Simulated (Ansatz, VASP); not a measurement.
# Two plane-wave programs on Ru

```
Ru
1.0
    -2.34137    2.34137    1.38354
     2.34137   -2.34137    1.38354
     2.34137    2.34137   -1.38354
Ru
2
Direct
  0.00000 0.00000 0.00000
  0.75000 0.25000 0.50000
```

Alike in both runs: functional r2SCAN; k mesh 8 × 8 × 8; occupations gaussian, width 0.1 eV; no spin polarisation.

Ansatz relaxed the structure, and its values are those at the end. VASP's run is a single point on that final structure, the one shown.

|  | VASP | Ansatz |
| --- | --- | --- |
| version | VASP 6.6.1 | Ansatz 0.2.0 |
| potentials or method | VASP PAW PBE potentials, release 64 (Ru_pv), cutoff 550 eV | scalar-relativistic, plane waves, PAW |
| valence electrons in the cell | 28 | 32 |

Ansatz gave:

* gap on the k mesh at the Fermi level (eV): none
* pressure (GPa): 0.1

What did VASP give for the same quantities?

gap on the k mesh at the Fermi level (eV): none; pressure (GPa): 1.2.

VASP's potentials were made for PBE, not for r2SCAN. A gap of «none» marks a metal or a gap that the smearing closes. VASP's potentials hold 28 valence electrons a cell and Ansatz's 32, so a difference there can come from the potentials and not from the codes.
